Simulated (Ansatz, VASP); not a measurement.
One calculation of GaN, two programs

```xyz
4
Lattice="3.1516 0.0000 0.0000 -1.5758 2.7294 0.0000 0.0000 0.0000 5.1383" Properties=species:S:1:pos:R:3 pbc="T T T"
Ga    1.5758    0.9098    2.5656
Ga    0.0000    1.8196    5.1347
N     1.5758    0.9098    4.4996
N     0.0000    1.8196    1.9305
```

Change from the starting cell: strained cell.

Alike in both runs: functional PBE; k mesh 12 × 12 × 6; occupations gaussian, width 0.02 eV; no spin polarisation.

Ansatz relaxed the structure, and its values are those at the end. VASP's run is a single point on that final structure, the one shown.

|  | VASP | Ansatz |
| --- | --- | --- |
| version | VASP 6.6.1 | Ansatz 0.2.0 |
| potentials or method | VASP PAW PBE potentials, release 64 (Ga_d, N), cutoff 520 eV | scalar-relativistic, plane waves, PAW |
| valence electrons in the cell | 36 | 36 |

|  | VASP | Ansatz | Ansatz less VASP |
| --- | --- | --- | --- |
| gap on the k mesh at the Fermi level (eV) | 2.13 | 2.12 | -0.008 |
| least direct gap on the mesh (eV) | 2.13 | 2.12 | -0.008 |
| pressure (GPa) | 12.3 | 12.3 | 0.00 |

Ansatz's warnings: stress scf threshold loose.
